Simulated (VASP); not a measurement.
Zn:

```xyz
3
Lattice="4.4132 0.0000 0.0000 -2.2066 3.8220 0.0000 0.0000 0.0000 2.7053" Properties=species:S:1:pos:R:3 pbc="T T T"
Zn    0.0000    0.0000    0.0000
Zn    0.0000    2.5480    1.3527
Zn    2.2066    1.2740    1.3527
```

This isn't the form of Zn at room conditions, which is hcp.

| Property | Result |
| --- | --- |
| Program | VASP 6.6.1 |
| Task | relaxation of cell and atoms |
| Functional | LDA |
| Potentials or basis | VASP PAW LDA potentials, release 64 (Zn) |
| Cutoff | 600 eV |
| k mesh | 8 × 8 × 12 |
| Occupations | fermi-dirac, width 0.1 eV |
| Spin | no spin polarisation |

At the start: pressure -6.4 GPa; volume 15.21 Å³/atom.

Task: How do energy, volume and symmetry change on relaxing?

Result: Over 9 steps the energy falls by 27.4 meV/atom and the volume is 13.95 Å³/atom (-8.3 %); space group P6/mmm (No. 191, to 0.1 Å) before and after.

The path:
| step | energy change (eV) | largest force (eV/Å) | pressure (GPa) | volume (Å³) |
| --- | --- | --- | --- | --- |
| 1 | 0.0000 | 0.0000 | -6.43 | 45.63 |
| 2 | -0.0820 | 0.0000 | 0.36 | 41.72 |
| 3 | -0.0821 | 0.0000 | -0.10 | 41.87 |
| 4 | -0.0821 | 0.0000 | 0.04 | 41.80 |
| 5 | -0.0822 | 0.0000 | 0.11 | 41.80 |
| 6 | -0.0823 | 0.0000 | 0.11 | 41.79 |
| 7 | -0.0823 | 0.0000 | 0.11 | 41.79 |
| 8 | -0.0823 | 0.0000 | -0.21 | 41.90 |
| 9 | -0.0823 | 0.0000 | -0.04 | 41.85 |

Final structure:
```xyz
3
Lattice="4.2973 0.0000 0.0000 -2.1487 3.7216 0.0000 0.0000 0.0000 2.6170" Properties=species:S:1:pos:R:3 pbc="T T T"
Zn    0.0000    0.0000    0.0000
Zn    0.0000    2.4811    1.3085
Zn    2.1487    1.2405    1.3085
```
